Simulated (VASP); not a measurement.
Here is a VASP 6.6.1 calculation.

INCAR

```
ALGO = Normal
EDIFF = 1E-6
EDIFFG = -0.04
ENCUT = 600
GGA = PE
IBRION = 2
ISIF = 3
ISMEAR = 0
LASPH = True
LCHARG = False
LREAL = False
LWAVE = False
NELM = 60
NSW = 90
PREC = Accurate
SIGMA = 0.1
```

KPOINTS

```
k-points
0
Gamma
  4 4 6
```

POSCAR

```
Zr3S2
1.0
    5.6329444303     -2.5831277094      0.0000000000
    5.6329444303      2.5831277094      0.0000000000
   -1.0682397167      0.0000000000      3.3280021082
Zr S
3 2
Direct
    0.1499252907      0.1499252907      0.6558043849
    0.5000000000      0.5000000000      0.0000000000
    0.8500747093      0.8500747093      0.3441956151
    0.6758299476      0.6758299476      0.6727775350
    0.3241700524      0.3241700524      0.3272224650
```

Potentials or basis: VASP PAW PBE potentials, release 64 (Zr_sv, S).

The run is started by

```sh
$ cat potpaw_PBE.64/Zr_sv/POTCAR potpaw_PBE.64/S/POTCAR > POTCAR
$ mpirun -np 1 vasp_std > vasp.out
```

Question: Predict the relaxed volume.

Answer: 19.34 Å³/atom.

Question: What does it give for the band gap on the k mesh?

Answer: Zero (bands 24 and 25 overlap by 0.28 eV).

Stress tensor (GPa, compression positive):
```
-0.08  0.00 -0.09
 0.00  0.02  0.00
-0.09  0.00  0.10
```
